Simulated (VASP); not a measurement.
## CaO: single point with PBE

Crystal: CaO.

```
CELL_PARAMETERS angstrom
0.00000 2.34077 2.34077
2.34077 0.00000 2.34077
2.34077 2.34077 0.00000
ATOMIC_POSITIONS crystal
Ca 0.00000 0.00000 0.00000
O 0.50000 0.50000 0.50000
```

This cell differs from its parent crystal: volume scaled by 0.91.

* Program: VASP 6.6.1
* Task: single point
* Functional: PBE
* Potentials or basis: VASP PAW PBE potentials, release 64 (Ca_sv, O)
* Cutoff: 520 eV
* k mesh: 8 × 8 × 8
* Occupations: gaussian, width 0.02 eV
* Spin: no spin polarisation
* Dipole correction: no
* Further INCAR settings: ALGO = Normal; EDIFF = 1e-06; NBANDS = 15

| Property | Result |
| --- | --- |
| Pressure | 13.0 GPa |
| Band gap on the k mesh | 3.60 eV, indirect (least direct gap 3.95 eV) |

Levels at points of the mesh, in eV from the valence-band top:
| k point | band 5 | band 6 | band 7 | band 8 | band 9 | band 10 | band 11 | band 12 |
| --- | --- | --- | --- | --- | --- | --- | --- | --- |
| (0.00, 0.00, 0.00) | -15.69 | 0.00 | 0.00 | 0.00 | 5.39 | 6.41 | 6.41 | 6.41 |
| (0.50, 0.00, 0.00) | -14.13 | -2.83 | -1.37 | -1.37 | 7.42 | 8.79 | 8.79 | 9.13 |
| (0.50, 0.50, 0.00) | -15.46 | -1.25 | -0.35 | -0.35 | 3.60 | 8.65 | 9.34 | 10.07 |

It took 9.1 s on 1 thread of Intel(R) Xeon(R) Platinum 8488C (Sapphire Rapids), on a shared host, peak memory 0.16 GiB.

 A k mesh can miss the band edges.
